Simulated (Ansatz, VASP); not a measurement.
**One calculation of Sb, two programs**

```
Sb
1.0
     2.14725    1.23971    3.65476
    -2.14725    1.23971    3.65476
     0.00000   -2.47943    3.65476
Sb
2
Direct
  0.23588 0.23588 0.23588
  0.76412 0.76412 0.76412
```

Alike in both runs: functional LDA; k mesh 12 × 12 × 12; occupations gaussian, width 0.1 eV; no spin polarisation.

Ansatz relaxed the structure, and its values are those at the end. VASP's run is a single point on that final structure, the one shown.

|  | VASP | Ansatz |
| --- | --- | --- |
| version | VASP 6.6.1 | Ansatz 0.2.0 |
| potentials or method | VASP PAW LDA potentials, release 64 (Sb_d_GW), cutoff 500 eV | scalar-relativistic, plane waves, PAW |
| valence electrons in the cell | 30 | 30 |

VASP gave:

```
gap on the k mesh at the Fermi level (eV) : none
pressure (GPa)                            : 0.0
rms of the force components (eV/Å)        : 0.008
```

Task: What did Ansatz give for the same quantities?

Result: gap on the k mesh at the Fermi level (eV): none; pressure (GPa): 0.0; rms of the force components (eV/Å): 0.000.

Ansatz warns that its potentials were made for another functional, while VASP's fit it. LDA's correlation is that of Perdew and Zunger in VASP and of Perdew and Wang (1992) in Ansatz. A gap of «none» marks a metal or a gap that the smearing closes.

Neither program's run includes spin-orbit coupling.
